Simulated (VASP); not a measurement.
Set up this calculation in VASP 6.6.1, as the native input.

```yaml
Task: relaxation of cell and atoms
Functional: PBEsol
Potentials_or_basis: VASP PAW PBE potentials, release 64 (N)
Cutoff: 600 eV
k_mesh: 4 × 4 × 4
Occupations: gaussian, width 0.02 eV
Spin: collinear spin, ferromagnetic start
Starting_moments: "[3.24, 3.24, 3.24, 3.24] μB"
Dipole_correction: no
Further_INCAR_settings: ALGO = Normal; EDIFF = 1e-07; IBRION = 2; EDIFFG = -0.005; NSW = 100; ISIF = 3
```

The structure of N lies in POSCAR:

```
N
1.0
    5.8493571874      0.0000000000      0.0000000000
    0.0000000000      5.8493571874      0.0000000000
    0.0000000000      0.0000000000      5.8493571874
N
4
Direct
    0.0000638858      0.0000638858      0.0000638858
    0.4999361142      0.9999361142      0.5000638858
    0.5000638858      0.4999361142      0.9999361142
    0.9999361142      0.5000638858      0.4999361142
```

These files were run (other wordings do the same):

INCAR

```
SYSTEM = N
PREC = Accurate
ENCUT = 600
EDIFF = 1E-7
ISMEAR = 0
SIGMA = 0.02
LREAL = .False.
LASPH = .True.
NELM = 150
ALGO = Normal
ISIF = 3
LWAVE = .False.
LCHARG = .False.
ISPIN = 2
MAGMOM = 3.24 3.24 3.24 3.24
LORBIT = 11
GGA = PS
IBRION = 2
NSW = 100
EDIFFG = -0.005
```

KPOINTS

```
regular mesh
0
Gamma
  4 4 4
  0 0 0
```

Potentials or basis: VASP PAW PBE potentials, release 64 (N).

Command:

```console
$ cat potpaw_PBE.64/N/POTCAR > POTCAR
$ mpirun -np 1 vasp_std > vasp.out
```

It gave:

- Pressure after relaxing: 0.0 GPa
- Band gap on the k mesh: 3.34 eV
- Net moment: 12.00 μB per cell
- Site moments: N +1.94 μB
- Valence electrons inside the program's atomic spheres: N 3.26

Caveat: the atoms stand far beyond bonding distance; the PAW data sets were made with another functional, which shifts forces and pressure a little.

It took 63 s on 1 thread of Intel(R) Xeon(R) Platinum 8559C (Emerald Rapids), with other jobs on the host, peak memory 0.41 GiB.
